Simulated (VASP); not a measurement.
## CuO: single point with LDA

Crystal: CuO.

```
CELL_PARAMETERS angstrom
3.17953 0.00000 0.00000
-1.58977 2.75356 0.00000
0.00000 0.00000 4.43149
ATOMIC_POSITIONS crystal
Cu 0.00000 0.00000 0.00000
Cu 0.00000 0.00000 0.50000
O 0.33333 0.66667 0.25000
O 0.66667 0.33333 0.75000
```

```
Program             : VASP 6.6.1
Task                : single point
Functional          : LDA
Potentials or basis : VASP PAW LDA potentials, release 64 (Cu_sv_GW, O_h)
Cutoff              : 1340 eV
k mesh              : 10 × 10 × 6
Occupations         : fermi-dirac, width 0.05 eV
Spin                : no spin polarisation
```

| Item | Value |
| --- | --- |
| Pressure | -9.8 GPa |
| Band gap on the k mesh | zero (bands 25 and 26 overlap by 1.14 eV) |

Stress tensor (GPa, compression positive):
```
-24.46   0.00   0.00
  0.00 -24.46   0.00
  0.00   0.00  19.37
```

Levels at points of the mesh, in eV from the Fermi level:
```tsv
k point	band 21	band 22	band 23	band 24	band 25	band 26	band 27	band 28	band 29	band 30
(0.00, 0.00, 0.00)	-1.58	-1.45	-1.45	-0.10	0.60	0.60	1.38	4.92	11.23	12.02
(0.50, 0.00, 0.00)	-1.85	-1.66	-1.47	-1.24	0.37	0.49	6.53	6.65	9.53	9.71
(0.00, 0.00, 0.50)	-2.33	-2.33	-0.15	-0.15	-0.15	-0.15	4.12	4.12	13.67	13.67
(0.50, 0.00, 0.50)	-1.88	-1.88	-0.56	-0.56	-0.54	-0.54	5.76	5.76	10.03	10.03
```

It took 3.4 min on 1 thread of Intel(R) Xeon(R) 6975P-C (Granite Rapids) (shared host), peak memory 0.42 GiB.

Caveat: the stress differs along the axes, from -24 to 19 GPa; semilocal functionals often make such compounds metallic where correlation or magnetic order opens a gap, which also shifts bond lengths. With open d or f shells a metallic result of LDA can be an artefact of self-interaction; +U or a hybrid may open a gap.
